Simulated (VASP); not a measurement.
# V (Im-3m) in VASP: single point with PBE

Aim: the single point of V with PBE.

Everything below comes from runs of VASP 6.6.1. Logs are shortened: lines on timing, memory, paths and dates and some standing lists are left out, and cuts for length are marked.

## Step 1: The cell of the first run

It takes space group Im-3m (No. 229, cubic). Conventional cell: a = 2.997 Å, b = 2.997 Å, c = 2.997 Å, α = 90.00°, β = 90.00°, γ = 90.00°. V (site symmetry m-3m) has 14 V at 2.60 to 3.00 Å within 3.4 Å.

## Step 2: Single point, PBE

Input file INCAR:

```
SYSTEM = V
PREC = Accurate
ENCUT = 520
EDIFF = 1E-6
ISMEAR = -1
SIGMA = 0.05
LREAL = .FALSE.
LASPH = .TRUE.
NELM = 60
ALGO = Normal
ISIF = 2
LWAVE = .FALSE.
LCHARG = .FALSE.
GGA = PE
NBANDS = 20
```

Input file KPOINTS:

```
regular mesh
0
G
  11 11 11
  0 0 0
```

Input file POSCAR:

```
V
1.0
    2.9970992482      0.0000000000      0.0000000000
    0.0000000000      2.9970992482      0.0000000000
    0.0000000000      0.0000000000      2.9970992482
V
2
Direct
    0.0000000000      0.0000000000      0.0000000000
    0.5000000000      0.5000000000      0.5000000000
```

Potentials or basis: VASP PAW PBE potentials, release 64 (V_sv).

The run is started by

```sh
$ cat potpaw_PBE.64/V_sv/POTCAR > POTCAR
$ mpirun -np 1 vasp_std > vasp.out
```

OUTCAR:

```text
SYSTEM = V
   PREC = Accurate
   ENCUT = 520
   EDIFF = 1E-6
   ISMEAR = -1
   LREAL = .FALSE.
   LASPH = .TRUE.
   NELM = 60
   ISIF = 2
   GGA = PE

 ion  position               nearest neighbor table
   1  0.000  0.000  0.000-   2 2.60   2 2.60   2 2.60   2 2.60   2 2.60   2 2.60   2 2.60   2 2.60

   2  0.500  0.500  0.500-   1 2.60   1 2.60   1 2.60   1 2.60   1 2.60   1 2.60   1 2.60   1 2.60

  LATTYP: Found a simple cubic cell.
 ALAT       =     2.9970992482

  Lattice vectors:

 A1 = (   2.9970992482,   0.0000000000,   0.0000000000)
 A2 = (   0.0000000000,   2.9970992482,   0.0000000000)
 A3 = (   0.0000000000,   0.0000000000,   2.9970992482)

Analysis of symmetry for initial positions (statically):
=====================================================================
 Subroutine PRICEL returns following result:

  LATTYP: Found a body centered cubic cell.
 ALAT       =     2.9970992482

  Lattice vectors:

 A1 = (   1.4985496241,   1.4985496241,  -1.4985496241)
 A2 = (  -1.4985496241,   1.4985496241,   1.4985496241)
 A3 = (   1.4985496241,  -1.4985496241,   1.4985496241)

   2 primitive cells build up your supercell.

 Routine SETGRP: Setting up the symmetry group for a
 simple cubic supercell.

 Subroutine GETGRP returns: Found 48 space group operations
 (whereof 48 operations were pure point group operations)
 out of a pool of 48 trial point group operations.

The static configuration has the point symmetry O_h .

Analysis of symmetry for dynamics (positions and initial velocities):
=====================================================================
 Subroutine PRICEL returns following result:

  LATTYP: Found a body centered cubic cell.
 ALAT       =     2.9970992482

  Lattice vectors:

 A1 = (   1.4985496241,   1.4985496241,  -1.4985496241)
 A2 = (  -1.4985496241,   1.4985496241,   1.4985496241)
 A3 = (   1.4985496241,  -1.4985496241,   1.4985496241)

   2 primitive cells build up your supercell.

 Routine SETGRP: Setting up the symmetry group for a
 simple cubic supercell.

 Subroutine GETGRP returns: Found 48 space group operations
 (whereof 48 operations were pure point group operations)
 out of a pool of 48 trial point group operations.

The dynamic configuration has the point symmetry O_h .

 Subroutine INISYM returns: Found 48 space group operations
 (whereof 48 operations are pure point group operations),
 and found     2 'primitive' translations

----------------------------------------------------------------------------------------

                                     Primitive cell

  volume of cell :      13.4609

  direct lattice vectors                    reciprocal lattice vectors
     1.498549624  1.498549624 -1.498549624     0.333655951  0.333655951  0.000000000
    -1.498549624  1.498549624  1.498549624    -0.000000000  0.333655951  0.333655951
     1.498549624 -1.498549624  1.498549624     0.333655951  0.000000000  0.333655951

  length of vectors
     2.595564087  2.595564087  2.595564087     0.471860771  0.471860771  0.471860771

  position of ions in fractional coordinates (direct lattice)
     0.000000000  0.000000000  0.000000000

  ion indices of the primitive-cell ions
   primitive index   ion index
                 1           1

----------------------------------------------------------------------------------------

 KPOINTS: regular mesh

Automatic generation of k-mesh.
 Grid dimensions read from file:
 generate k-points for:   11   11   11

 Generating k-lattice:

  Cartesian coordinates                     Fractional coordinates (reciprocal lattice)
     0.030332359  0.000000000  0.000000000     0.090909091  0.000000000  0.000000000
     0.000000000  0.030332359  0.000000000     0.000000000  0.090909091  0.000000000
     0.000000000  0.000000000  0.030332359     0.000000000  0.000000000  0.090909091

  Length of vectors
     0.030332359  0.030332359  0.030332359

  Shift w.r.t. Gamma in fractional coordinates (k-lattice)
     0.000000000  0.000000000  0.000000000

 Subroutine IBZKPT returns following result:
 ===========================================

 Found     56 irreducible k-points:

 Following reciprocal coordinates:
            Coordinates               Weight
  0.000000  0.000000  0.000000      1.000000
  0.090909  0.000000  0.000000      6.000000
  0.181818  0.000000  0.000000      6.000000
  0.272727  0.000000  0.000000      6.000000
  0.363636  0.000000  0.000000      6.000000
  0.454545  0.000000  0.000000      6.000000
[... 16 lines left out ...]
  0.181818  0.090909  0.090909     24.000000
  0.272727  0.090909  0.090909     24.000000
 [... further k-points ...]
   k-points           NKPTS =     56   k-points in BZ     NKDIM =     56   number of bands    NBANDS=     20
   number of dos      NEDOS =    301   number of ions     NIONS =      2
   total plane-waves  NPLWV =  13824
   dimension x,y,z NGX =    24 NGY =   24 NGZ =   24
   dimension x,y,z NGXF=    48 NGYF=   48 NGZF=   48
   ions per type =               2
   NGX,Y,Z   is equivalent  to a cutoff of  13.31, 13.31, 13.31 a.u.
   NGXF,Y,Z  is equivalent  to a cutoff of  26.63, 26.63, 26.63 a.u.
 SYSTEM =  V
   PREC   = accura    normal or accurate (medium, high low for compatibility)
   ISTART =      0    job   : 0-new  1-cont  2-samecut
   ICHARG =      2    charge: 1-file 2-atom 10-const
   ISPIN  =      1    spin polarized calculation?
   LNONCOLLINEAR =      F non collinear calculations
   LSORBIT =      F    spin-orbit coupling
   LASPH  =      T    aspherical Exc in radial PAW
   ENCUT  =  520.0 eV  38.22 Ry    6.18 a.u.   5.57  5.57  5.57*2*pi/ulx,y,z
   NELM   =     60;   NELMIN=  2; NELMDL= -5     # of ELM steps
   EDIFF  = 0.1E-05   stopping-criterion for ELM
   LREAL  =      F    real-space projection
[... 7 lines left out ...]
   TEBEG  =    0.0;   TEEND  =   0.0 temperature during run
   PSTRESS=    0.0 pullay stress
   NELECT =      26.0000    total number of electrons
   NUPDOWN=      -1.0000    fix difference up-down
   EMIN   =  10.00;   EMAX   =-10.00  energy-range for DOS
   EFERMI =   0.00;   METHOD = LEGACY
   ISMEAR =    -1;   SIGMA  =   0.05  broadening in eV -4-tet -1-fermi 0-gaus
   EFERMI_NEDOS =   21; number of points for ismear=-14 and -15
   IALGO  =     38    algorithm
   IMIX   =      4    mixing-type and parameters
     AMIX     =   0.40;   BMIX     =  1.00
     AMIX_MAG =   1.60;   BMIX_MAG =  1.00
  volume/ion in A,a.u.               =      13.46        90.84
  Fermi-wavevector in a.u.,A,eV,Ry     =   1.618197  3.057950 35.627708  2.618563
  Thomas-Fermi vector in A             =   2.712499
   LORBIT       =      0    0 simple, 1 ext, 2 COOP (PROOUT), +10 PAW based schemes
   GGA     = PE    functional components
   LHFCALC =     F    Hartree Fock is set to
   AEXX    =    0.0000 exact exchange contribution
   IVDW    =     0    specifies the selected vdW correction
   LEPSILON=     F    determine dielectric tensor
   LRPA    =     F    only Hartree local field effects (RPA)
 non-spin polarized calculation
  energy-cutoff  :      520.00
  volume of cell :       26.92
 maximum number of plane-waves:       739
 NGX is ok and might be reduce to    24
   NGX = 11   NGY = 11   NGZ = 11

 number of electron      25.9999988 magnetization

 Free energy of the ion-electron system (eV)
  ---------------------------------------------------
  ext. energy  EPLUGINS =         0.00000000
  ---------------------------------------------------
  free energy    TOTEN  =       -17.99909374 eV

  energy without entropy =      -17.96909715  energy(sigma->0) =      -17.98409544

 E-fermi :   9.7078     XC(G=0): -12.9094

 val. band max:        9.6954708858   @ k =   0.4545   0.3636   0.1818
 cond. band min:       9.7118349878   @ k =   0.4545   0.3636   0.1818
 fundamental gap:      0.0163641020
 Fermi energy:         9.7078069367

 k-point     1 :       0.0000    0.0000    0.0000
  band No.  band energies     occupation
      1     -54.0139      2.00000
      2     -53.6794      2.00000
      3     -27.9278      2.00000
      4     -27.9278      2.00000
      5     -27.9278      2.00000
      6     -27.3131      2.00000
[... 12 lines left out ...]
     19      13.4303      0.00000
     20      19.9247      0.00000

 k-point     2 :       0.0909    0.0000    0.0000
  band No.  band energies     occupation
      1     -54.0060      2.00000
      2     -53.6850      2.00000
      3     -27.9287      2.00000
      4     -27.9146      2.00000
      5     -27.9146      2.00000
      6     -27.3396      2.00000
[... 12 lines left out ...]
     19      13.3543      0.00000
     20      19.2194      0.00000

 k-point     3 :       0.1818    0.0000    0.0000
  band No.  band energies     occupation
      1     -53.9832      2.00000
      2     -53.7016      2.00000
      3     -27.9284      2.00000
      4     -27.8763      2.00000
      5     -27.8763      2.00000
      6     -27.4133      2.00000
[... 12 lines left out ...]
     19      13.1349      0.00000
     20      17.6848      0.00000

 k-point     4 :       0.2727    0.0000    0.0000
  band No.  band energies     occupation
      1     -53.9481      2.00000
      2     -53.7287      2.00000
      3     -27.9183      2.00000
      4     -27.8164      2.00000
      5     -27.8164      2.00000
      6     -27.5189      2.00000
[... 12 lines left out ...]
     19      12.7964      0.00000
     20      16.0256      0.00000

 k-point     5 :       0.3636    0.0000    0.0000
  band No.  band energies     occupation
      1     -53.9044      2.00000
      2     -53.7651      2.00000
      3     -27.8885      2.00000
      4     -27.7404      2.00000
      5     -27.7404      2.00000
      6     -27.6359      2.00000
[... 12 lines left out ...]
     19      12.7700      0.00000
     20      14.6109      0.00000
[... 353 lines left out ...]
      6     -27.5888      2.00000
[... 12 lines left out ...]
     19      13.7231      0.00000
     20      13.8144      0.00000

 k-point    22 :       0.0909    0.0909    0.0909
  band No.  band energies     occupation
      1     -53.9910      2.00000
      2     -53.6953      2.00000
      3     -27.9372      2.00000
      4     -27.9372      2.00000
      5     -27.8366      2.00000
      6     -27.4319      2.00000
[... 12 lines left out ...]
     19      13.2095      0.00000
     20      19.7712      0.00000

 k-point    23 :       0.1818    0.0909    0.0909
  band No.  band energies     occupation
      1     -53.9697      2.00000
      2     -53.7104      2.00000
      3     -27.9692      2.00000
      4     -27.8976      2.00000
      5     -27.7749      2.00000
      6     -27.5228      2.00000
[... 12 lines left out ...]
     19      13.2715      0.00000
     20      18.2493      0.00000

 k-point    24 :       0.2727    0.0909    0.0909
  band No.  band energies     occupation
      1     -53.9370      2.00000
      2     -53.7349      2.00000
      3     -27.9836      2.00000
      4     -27.8356      2.00000
      5     -27.7050      2.00000
      6     -27.6352      2.00000
[... 12 lines left out ...]
     19      13.1036      0.00000
     20      16.5146      0.00000

 [... further k-points ...]

------------------------ aborting loop because EDIFF is reached ----------------------------------------

  FORCE on cell =-STRESS in cart. coord.  units (eV):
  Direction    XX          YY          ZZ          XY          YZ          ZX
  --------------------------------------------------------------------------------------
  -------------------------------------------------------------------------------------
  Total        0.0637192      0.0637192      0.0637192     -0.0000000     -0.0000000     -0.0000000
  in kB        3.7920817      3.7920817      3.7920817     -0.0000000     -0.0000000     -0.0000000
  external PRESSURE =       3.7920817 kB  Pullay stress =       0.0000000 kB

 VOLUME and BASIS-vectors are now :
 -----------------------------------------------------------------------------
  energy-cutoff  :      520.00
  volume of cell :       26.92
      direct lattice vectors                 reciprocal lattice vectors
     2.997099248  0.000000000  0.000000000     0.333655951  0.000000000  0.000000000
     0.000000000  2.997099248  0.000000000     0.000000000  0.333655951  0.000000000
     0.000000000  0.000000000  2.997099248     0.000000000  0.000000000  0.333655951

 POSITION                                       TOTAL-FORCE (eV/Angst)
 -----------------------------------------------------------------------------------
      0.00000      0.00000      0.00000        -0.000000     -0.000000     -0.000000
      1.49855      1.49855      1.49855         0.000000      0.000000      0.000000
 -----------------------------------------------------------------------------------
    total drift:                                0.000000      0.000000     -0.000000

  FREE ENERGIE OF THE ION-ELECTRON SYSTEM (eV)
  ---------------------------------------------------
  free  energy   TOTEN  =       -17.9990937368 eV

  energy  without entropy=      -17.9690971482  energy(sigma->0) =      -17.98409544
```

It took 28 s on 1 thread of Intel Xeon 8259CL, shared host; peak memory 0.15 GiB.

What came out:

```
Free energy            : -17.9991 eV
Pressure               : 0.4 GPa
Band gap on the k mesh : zero (bands 13 and 14 overlap by 2.19 eV)
```
